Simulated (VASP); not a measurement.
Wanted: the native input for a VASP 6.6.1 run.

```yaml
Task: relaxation of cell and atoms
Functional: PBEsol
Potentials_or_basis: VASP PAW PBE potentials, release 64 (Pb_d, S)
Cutoff: 600 eV
k_mesh: 7 × 7 × 6
Occupations: fermi-dirac, width 0.05 eV
Spin: no spin polarisation
Target_pressure: 30 GPa
Dipole_correction: no
Further_INCAR_settings: ALGO = Normal; EDIFF = 1e-06; IBRION = 2; EDIFFG = -0.005; NSW = 80; ISIF = 3
```

The structure of PbS lies in POSCAR:

```
PbS
1.0
    2.0799526950     -5.9912968650      0.0000000000
    2.0799526950      5.9912968650      0.0000000000
    0.0000000000      0.0000000000      4.2793209400
Pb S
2 2
Direct
    0.1305633500      0.8694366500      0.2500000000
    0.8694366500      0.1305633500      0.7500000000
    0.3547970900      0.6452029100      0.2500000000
    0.6452029100      0.3547970900      0.7500000000
```

The input as run:

INCAR

```
PREC = Accurate
ENCUT = 600
EDIFF = 1E-6
ISMEAR = -1
SIGMA = 0.05
LREAL = False
LASPH = True
NELM = 80
ALGO = Normal
ISIF = 3
LWAVE = False
LCHARG = False
GGA = PS
IBRION = 2
NSW = 80
EDIFFG = -0.005
PSTRESS = 300.0
```

KPOINTS

```
Automatic mesh
0
Gamma
  7 7 6
```

Potentials or basis: VASP PAW PBE potentials, release 64 (Pb_d, S).

Run with:

```bash
$ cat potpaw_PBE.64/Pb_d/POTCAR potpaw_PBE.64/S/POTCAR > POTCAR
$ mpirun -np 1 vasp_std > vasp.out
```

Results of the run:

The relaxed volume is 18.55 Å³/atom and the relaxed cell is a = 5.370 Å, b = 5.370 Å, c = 4.029 Å, α = 90.00°, β = 90.00°, γ = 140.32°. The space group after relaxing (to 0.1 Å) is Cmcm (No. 63) and the energy change on relaxing (the run minimises the enthalpy) is +442.6 meV/atom. The ionic steps are 36. The pressure after relaxing is 30.0 GPa and the band gap on the k mesh is zero (bands 20 and 21 overlap by 0.05 eV).

Caveat: the cell is relaxed towards a set pressure, so the run minimises the enthalpy, not the energy; the volume moved by over 15 % at a fixed basis, so the end points are rough; semilocal functionals underestimate gaps, so a narrow gap can read as zero; the PAW data sets were made with another functional, which shifts forces and pressure a little; spin-orbit coupling is left out, which moves the levels of the heavy elements.

Run time: 41 min on 1 thread of Intel(R) Xeon(R) 6975P-C (Granite Rapids) (shared host), peak memory 0.44 GiB.
